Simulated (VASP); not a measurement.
Runs of VASP 6.6.1 on AlN. The structure is that of space group P6_3/mmc (No. 194), or close to it. The cells are those of the table. 

```csv
cell,gap on the mesh (eV),pressure (GPa)
"a = 3.361, b = 3.361, c = 4.099 Å, angles 90.0, 90.0, 120.0°, 4 atoms",(a),-5.6
"a = 3.321, b = 3.321, c = 3.974 Å, angles 90.0, 90.0, 120.0°, 4 atoms",3.66,(c)
"a = 3.262, b = 3.262, c = 4.223 Å, angles 90.0, 90.0, 120.0°, 4 atoms",3.30,2.1
"a = 3.262, b = 3.262, c = 4.057 Å, angles 90.0, 90.0, 120.0°, 4 atoms",3.68,10.3
"a = 3.361, b = 3.361, c = 4.140 Å, angles 90.0, 90.0, 120.0°, 4 atoms",3.13,(b)
```

Alike in all rows: task single point; level PBEsol; potentials or basis VASP PAW PBE potentials, release 64 (Al, N); no spin polarisation; k mesh 9 × 9 × 6; cutoff (eV) 520; smearing gaussian 0.05 eV.

**Question.** Estimate the missing entries.

**Answer.** (a) 3.23; (b) -7.5; (c) 6.4.

Caveats: the PAW data sets were made with another functional, which shifts forces and pressure a little.

A k mesh can miss the band edges.
